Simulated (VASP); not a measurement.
# HfSiO4 (I4_1/amd) in VASP: a series of runs

Runs on HfSiO4. Level: PBE. Tasks: single point.

Everything below comes from runs of VASP 6.6.1. Logs are shortened: lines on timing, memory, paths and dates and some standing lists are left out, and cuts for length are marked.

## 1. The cell of the first run

Symmetry: I4_1/amd, No. 141, tetragonal system. The conventional cell has a = 6.572 Å, b = 6.572 Å, c = 5.963 Å, α = 90.00°, β = 90.00°, γ = 90.00°. Hf (site symmetry -4m2) has 8 O at 2.11 to 2.26 Å within 2.8 Å. Within 2.2 Å of Si (site symmetry -4m2) lie 4 O at 1.62 Å. O (site symmetry m) has 1 Si at 1.62 Å and 1 Hf at 2.11 Å within 2.2 Å.

## 2. Single point, PBE

Input file INCAR:

```
ALGO = Normal ; EDIFF = 1E-6
ENCUT = 520 ; GGA = PE
ISIF = 2 ; ISMEAR = 0
LASPH = T ; LCHARG = F
LREAL = F ; LWAVE = F
NBANDS = 50 ; NELM = 80
PREC = Accurate ; SIGMA = 0.1
```

Input file KPOINTS:

```
k-points
0
Gamma
  4 4 4
```

Input file POSCAR:

```
HfSiO4
1.0
   -3.2862500000      3.2862500000      2.9816000000
    3.2862500000     -3.2862500000      2.9816000000
    3.2862500000      3.2862500000     -2.9816000000
Hf Si O
2 2 8
Direct
    0.7500000000      0.2500000000      0.5000000000
    0.0000000000      0.0000000000      0.0000000000
    0.2500000000      0.7500000000      0.5000000000
    0.5000000000      0.5000000000      0.0000000000
    0.1353000000      0.3198000000      0.8155000000
    0.0698000000      0.7543000000      0.6845000000
    0.5043000000      0.3198000000      0.1845000000
    0.0698000000      0.3853000000      0.3155000000
    0.6147000000      0.9302000000      0.6845000000
    0.6802000000      0.8647000000      0.1845000000
    0.2457000000      0.9302000000      0.3155000000
    0.6802000000      0.4957000000      0.8155000000
```

Potentials or basis: VASP PAW PBE potentials, release 64 (Hf_pv, Si, O).

On the command line:

```sh
cat potpaw_PBE.64/Hf_pv/POTCAR potpaw_PBE.64/Si/POTCAR potpaw_PBE.64/O/POTCAR > POTCAR
mpirun -np 1 vasp_std > vasp.out
```

OUTCAR:

```text
EDIFF = 1E-6
   ENCUT = 520
   GGA = PE
   ISIF = 2
   ISMEAR = 0
   LASPH = T
   LREAL = F
   NELM = 80
   PREC = Accurate

 ion  position               nearest neighbor table
   1  0.750  0.250  0.500-   5 2.11   7 2.11  10 2.11  12 2.11   9 2.26   6 2.26   8 2.26  11 2.26
                             3 2.98   3 2.98   2 3.61   2 3.61   2 3.61   2 3.61
   2  0.000  0.000  0.000-   6 2.11   8 2.11   9 2.11  11 2.11   7 2.26  10 2.26   5 2.26  12 2.26
                             4 2.98   4 2.98   1 3.61   1 3.61   1 3.61   1 3.61
   3  0.250  0.750  0.500-   6 1.62   8 1.62   9 1.62  11 1.62   1 2.98   1 2.98
   4  0.500  0.500  0.000-   5 1.62   7 1.62  10 1.62  12 1.62   2 2.98   2 2.98
   5  0.135  0.320  0.816-   4 1.62   1 2.11   2 2.26
   6  0.070  0.754  0.684-   3 1.62   2 2.11   1 2.26
   7  0.504  0.320  0.184-   4 1.62   1 2.11   2 2.26
   8  0.070  0.385  0.316-   3 1.62   2 2.11   1 2.26
   9  0.615  0.930  0.684-   3 1.62   2 2.11   1 2.26
  10  0.680  0.865  0.184-   4 1.62   1 2.11   2 2.26
  11  0.246  0.930  0.316-   3 1.62   2 2.11   1 2.26
  12  0.680  0.496  0.816-   4 1.62   1 2.11   2 2.26

  LATTYP: Found a body centered tetragonal cell.
 ALAT       =     6.5725000000
 C/A-ratio  =     0.9072955496

  Lattice vectors:

 A1 = (  -3.2862500000,   3.2862500000,   2.9816000000)
 A2 = (   3.2862500000,  -3.2862500000,   2.9816000000)
 A3 = (   3.2862500000,   3.2862500000,  -2.9816000000)

Analysis of symmetry for initial positions (statically):
=====================================================================
 Subroutine PRICEL returns:
 Original cell was already a primitive cell.

 Routine SETGRP: Setting up the symmetry group for a
 body centered tetragonal supercell.

 Subroutine GETGRP returns: Found 16 space group operations
 (whereof  8 operations were pure point group operations)
 out of a pool of 16 trial point group operations.

The static configuration has the point symmetry D_2d.
 The point group associated with its full space group is D_4h.

Analysis of symmetry for dynamics (positions and initial velocities):
=====================================================================
 Subroutine PRICEL returns:
 Original cell was already a primitive cell.

 Routine SETGRP: Setting up the symmetry group for a
 body centered tetragonal supercell.

 Subroutine GETGRP returns: Found 16 space group operations
[... 122 lines left out ...]
   PSTRESS=    0.0 pullay stress
   NELECT =      76.0000    total number of electrons
   NUPDOWN=      -1.0000    fix difference up-down
   EMIN   =  10.00;   EMAX   =-10.00  energy-range for DOS
   EFERMI =   0.00;   METHOD = LEGACY
   ISMEAR =     0;   SIGMA  =   0.10  broadening in eV -4-tet -1-fermi 0-gaus
   EFERMI_NEDOS =   21; number of points for ismear=-14 and -15
   IALGO  =     38    algorithm
   IMIX   =      4    mixing-type and parameters
     AMIX     =   0.40;   BMIX     =  1.00
     AMIX_MAG =   1.60;   BMIX_MAG =  1.00
  volume/ion in A,a.u.               =      10.73        72.43
  Fermi-wavevector in a.u.,A,eV,Ry     =   1.373122  2.594825 25.653301  1.885464
  Thomas-Fermi vector in A             =   2.498668
   LORBIT       =      0    0 simple, 1 ext, 2 COOP (PROOUT), +10 PAW based schemes
   GGA     = PE    functional components
   LHFCALC =     F    Hartree Fock is set to
   AEXX    =    0.0000 exact exchange contribution
   IVDW    =     0    specifies the selected vdW correction
   LEPSILON=     F    determine dielectric tensor
   LRPA    =     F    only Hartree local field effects (RPA)
 non-spin polarized calculation
 Gauss-broadening in eV      SIGMA  =   0.10
  energy-cutoff  :      520.00
  volume of cell :      128.80
 maximum number of plane-waves:      3488
 NGX is ok and might be reduce to    42
   NGX = 21   NGY = 21   NGZ = 21

 number of electron      76.0000001 magnetization

 Free energy of the ion-electron system (eV)
  ---------------------------------------------------
  ext. energy  EPLUGINS =         0.00000000
  ---------------------------------------------------
  free energy    TOTEN  =      -108.59745672 eV

  energy without entropy =     -108.59745672  energy(sigma->0) =     -108.59745672

 E-fermi :   3.7614     XC(G=0): -11.0933

 val. band max:        3.3100896723   @ k =   0.0000   0.0000   0.0000
 cond. band min:       8.7235292893   @ k =   0.2500   0.2500   0.2500
 fundamental gap:      5.4134396169
 Fermi energy:         3.7614220770

 k-point     1 :       0.0000    0.0000    0.0000
  band No.  band energies     occupation
      1     -26.0214      2.00000
      2     -26.0214      2.00000
      3     -25.9506      2.00000
      4     -25.9386      2.00000
      5     -25.8433      2.00000
      6     -25.8433      2.00000
[... 678 lines left out ...]
     49      12.9699      0.00000
     50      12.9699      0.00000

------------------------ aborting loop because EDIFF is reached ----------------------------------------

  FORCE on cell =-STRESS in cart. coord.  units (eV):
  Direction    XX          YY          ZZ          XY          YZ          ZX
  --------------------------------------------------------------------------------------
  -------------------------------------------------------------------------------------
  Total        4.3595639      4.3595639      5.2896414      0.0000000     -0.0000000      0.0000000
  in kB       54.2304316     54.2304316     65.8000535      0.0000000     -0.0000000      0.0000000
  external PRESSURE =      58.0869722 kB  Pullay stress =       0.0000000 kB

 VOLUME and BASIS-vectors are now :
 -----------------------------------------------------------------------------
  energy-cutoff  :      520.00
  volume of cell :      128.80
      direct lattice vectors                 reciprocal lattice vectors
    -3.286250000  3.286250000  2.981600000     0.000000000  0.152149106  0.167695197
     3.286250000 -3.286250000  2.981600000     0.152149106  0.000000000  0.167695197
     3.286250000  3.286250000 -2.981600000     0.152149106  0.152149106  0.000000000

 POSITION                                       TOTAL-FORCE (eV/Angst)
 -----------------------------------------------------------------------------------
     -0.00000      3.28625      1.49080        -0.000000      0.000000      0.000000
      0.00000      0.00000      0.00000        -0.000000      0.000000     -0.000000
      3.28625     -0.00000      1.49080        -0.000000      0.000000     -0.000000
      0.00000      0.00000      2.98160        -0.000000      0.000000     -0.000000
      3.28625      2.07362     -1.07457        -0.000000     -0.410018     -0.336135
      4.49888      0.00000      0.41623         0.410018      0.000000     -0.336135
      0.00000      1.21263      1.90703        -0.000000      0.410018     -0.336135
      2.07362      0.00000      0.41623        -0.410018      0.000000     -0.336135
      3.28625      1.21263      2.56537        -0.000000      0.410018      0.336135
      1.21263     -0.00000      4.05617         0.410018      0.000000      0.336135
      3.28625     -1.21263      2.56537        -0.000000     -0.410018      0.336135
      2.07362      3.28625      1.07457        -0.410018      0.000000      0.336135
 -----------------------------------------------------------------------------------
    total drift:                               -0.000000     -0.000000      0.000000

  FREE ENERGIE OF THE ION-ELECTRON SYSTEM (eV)
  ---------------------------------------------------
  free  energy   TOTEN  =      -108.5974567216 eV

  energy  without entropy=     -108.5974567216  energy(sigma->0) =     -108.59745672
```

OSZICAR:

```text
N       E                     dE             d eps       ncg     rms          rms(c)
DAV:   1     0.457593119764E+03    0.45759E+03   -0.42484E+04  1300   0.149E+03
DAV:   2    -0.965684562365E+02   -0.55416E+03   -0.53985E+03  1580   0.368E+02
DAV:   3    -0.125298507993E+03   -0.28730E+02   -0.28595E+02  1568   0.811E+01
DAV:   4    -0.125656500145E+03   -0.35799E+00   -0.35743E+00  1672   0.990E+00
DAV:   5    -0.125661185010E+03   -0.46849E-02   -0.46827E-02  1640   0.106E+00    0.719E+01
DAV:   6    -0.108669467130E+03    0.16992E+02   -0.67394E+01  1460   0.374E+01    0.585E+01
DAV:   7    -0.108618118388E+03    0.51349E-01   -0.32160E+00  1638   0.829E+00    0.408E+01
DAV:   8    -0.108644999561E+03   -0.26881E-01   -0.59032E-01  1594   0.447E+00    0.119E+01
DAV:   9    -0.108596872932E+03    0.48127E-01   -0.21037E-01  1468   0.231E+00    0.265E+00
DAV:  10    -0.108597396313E+03   -0.52338E-03   -0.99187E-03  1656   0.536E-01    0.381E-01
DAV:  11    -0.108597308206E+03    0.88107E-04   -0.90296E-04  1544   0.151E-01    0.245E-01
DAV:  12    -0.108597429207E+03   -0.12100E-03   -0.14788E-04  1592   0.583E-02    0.693E-02
DAV:  13    -0.108597456620E+03   -0.27413E-04   -0.26254E-05  1624   0.267E-02    0.523E-02
DAV:  14    -0.108597456722E+03   -0.10128E-06   -0.11682E-06  1128   0.580E-03
   1 F= -.10859746E+03 E0= -.10859746E+03  d E =-.125506E-11
```

stdout:

```text
POSCAR found type information on POSCAR HfSiO
 POSCAR found :  3 types and      12 ions
 scaLAPACK will be used
 LDA part: xc-table for (Slater+PW92), standard interpolation
 POSCAR, INCAR and KPOINTS ok, starting setup
 FFT: planning ... GRIDC
 FFT: planning ... GRID_SOFT
 FFT: planning ... GRID
 WAVECAR not read
 entering main loop
```

Wall time 56 s (1 thread of AMD EPYC 9R45 (Zen 5), shared host); peak memory 0.25 GiB.

Results:

```
Free energy            : -108.5975 eV
Pressure               : 5.8 GPa
Largest force          : 0.530 eV/Å
Band gap on the k mesh : 5.41 eV, indirect (least direct gap 5.79 eV)
```

Forces in eV/Å, atoms in the order of the input:
```
Hf   0.000  0.000  0.000
Hf   0.000  0.000  0.000
Si   0.000  0.000  0.000
Si   0.000  0.000  0.000
O    0.000 -0.410 -0.336
O    0.410  0.000 -0.336
O    0.000  0.410 -0.336
O   -0.410  0.000 -0.336
O    0.000  0.410  0.336
O    0.410  0.000  0.336
O    0.000 -0.410  0.336
O   -0.410  0.000  0.336
```

Stress tensor (GPa, compression positive):
```
5.42 0.00 0.00
0.00 5.42 0.00
0.00 0.00 6.58
```

Levels at points of the mesh, in eV from the valence-band top:
| k point | band 36 | band 37 | band 38 | band 39 | band 40 | band 41 |
| --- | --- | --- | --- | --- | --- | --- |
| (0.00, 0.00, 0.00) | -0.59 | -0.56 | 0.00 | 5.79 | 6.06 | 6.24 |
| (0.50, 0.00, 0.00) | -0.84 | -0.26 | -0.20 | 5.67 | 5.82 | 6.58 |
| (0.50, 0.50, 0.00) | -0.93 | -0.61 | -0.61 | 5.41 | 5.41 | 6.52 |
| (0.50, 0.50, 0.50) | -1.11 | -0.88 | -0.88 | 6.25 | 6.25 | 6.64 |

Caveat: spin-orbit coupling is left out, which moves the levels of the heavy elements. A hybrid or GW would open this gap; PBE tends to underestimate it.

(Part 1 of 3 ends here.)
